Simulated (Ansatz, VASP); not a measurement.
## NaH in VASP and in Ansatz

Contents of INCAR:

```
SYSTEM = NaH
  ALGO = Normal
  EDIFF = 1E-6
  ENCUT = 500
  GGA = PS
  GGA_COMPAT = .FALSE.
  ISIF = 2
  ISMEAR = 0
  LASPH = .TRUE.
  LCHARG = .FALSE.
  LREAL = .FALSE.
  LWAVE = .FALSE.
  NBANDS = 11
  NELM = 120
  PREC = Accurate
  SIGMA = 0.01
```

KPOINTS

```
k-points
0
G
  6 6 6
  0 0 0
```

POSCAR

```
NaH
1.0
    2.9551240000      0.0000000000      0.0000000000
    0.0000000000      2.9551240000      0.0000000000
    0.0000000000      0.0000000000      2.9551240000
Na H
1 1
Direct
    0.0000000000      0.0000000000      0.0000000000
    0.5000000000      0.5000000000      0.5000000000
```

Input for Ansatz:

```yaml
crystal:
  lattice:
    bravais: cubic
    a: 2.955124
  space_group: 221
  atoms:
    - { symbol: Na, position: [0.0, 0.0, 0.0] }
    - { symbol: H, position: [0.5, 0.5, 0.5] }
kpoints:
  mp_grid:
    grid: [6, 6, 6]
hamiltonian:
  xc: pbesol
  pseudopotentials:
    kind: paw
scf:
  occupations:
    method: fixed
output:
  optics:
    de: 0.05
    sigma: 0.2
    nscf_kmesh:
      grid: [8, 8, 8]
```

Alike in both runs: task single point; functional PBEsol; k mesh 6 × 6 × 6; no spin polarisation.

```csv
,VASP,Ansatz
version,VASP 6.6.1,Ansatz 0.2.0
potentials or method,"VASP PAW PBE potentials, release 64 (Na_pv, H)","plane waves, PAW"
plane-wave cutoff (eV),500,420
occupations,"gaussian, width 0.01 eV",fixed
valence electrons in the cell,8,10
```

```tsv
	VASP	Ansatz	Ansatz less VASP
gap on the k mesh at the Fermi level (eV)	0.80	0.80	+0.001
```

VASP's potentials were made for PBE, not for PBEsol. VASP's potentials hold 8 valence electrons a cell and Ansatz's 10, so a difference there can come from the potentials and not from the codes.
